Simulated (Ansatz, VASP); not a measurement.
## Two plane-wave programs on Rb

The input INCAR:

```
  PREC = Accurate
  ENCUT = 520
  EDIFF = 1E-7
  ISMEAR = 0
  SIGMA = 0.15
  LREAL = False
  LASPH = True
  NELM = 80
  ALGO = Fast
  ISIF = 2
  LWAVE = False
  LCHARG = False
  NBANDS = 10
```

The input KPOINTS:

```
Automatic mesh
0
Gamma
  12 12 12
```

File POSCAR:

```
Rb
1.0
   -2.7883382072      2.7883382072      2.6940465770
    2.7883382072     -2.7883382072      2.6940465770
    2.4111716864      2.4111716864     -2.6940465770
Rb
1
Direct
    0.0000000000      0.0000000000      0.0000000000
```

Input for Ansatz:

```yaml
crystal:
  lattice:
    - [-2.7883382072, 2.7883382072, 2.694046577]
    - [2.7883382072, -2.7883382072, 2.694046577]
    - [2.4111716864, 2.4111716864, -2.694046577]
  atoms:
    - { symbol: Rb, position: [0.0, 0.0, 0.0] }
basis:
  ecutwfc: 420
kpoints:
  mp_grid: { grid: [12, 12, 12] }
hamiltonian:
  xc: lda
scf:
  occupations: { method: gaussian, width: 0.15 }
output:
  forces: true
  stress: true
  eigenvalues: true
```

Change from the starting cell: engineering shear strain xy -0.1400, equal normal strain along x and y -0.0350.

Alike in both runs: task single point; functional LDA; k mesh 12 × 12 × 12; occupations gaussian, width 0.15 eV; no spin polarisation.

```csv
,VASP,Ansatz
version,VASP 6.6.1,Ansatz 0.2.0
potentials or method,"VASP PAW LDA potentials, release 64 (Rb_sv), cutoff 520 eV","scalar-relativistic, plane waves, PAW"
valence electrons in the cell,9,9
```

```csv
,VASP,Ansatz,Ansatz less VASP
gap on the k mesh at the Fermi level (eV),none,none,-
pressure (GPa),0.3,0.3,0.00
"traceless stress, the component that is largest in VASP (GPa)",0.34,0.34,-0.001
```

LDA's correlation is that of Perdew and Zunger in VASP and of Perdew and Wang (1992) in Ansatz. A gap of «none» marks a metal or a gap that the smearing closes.
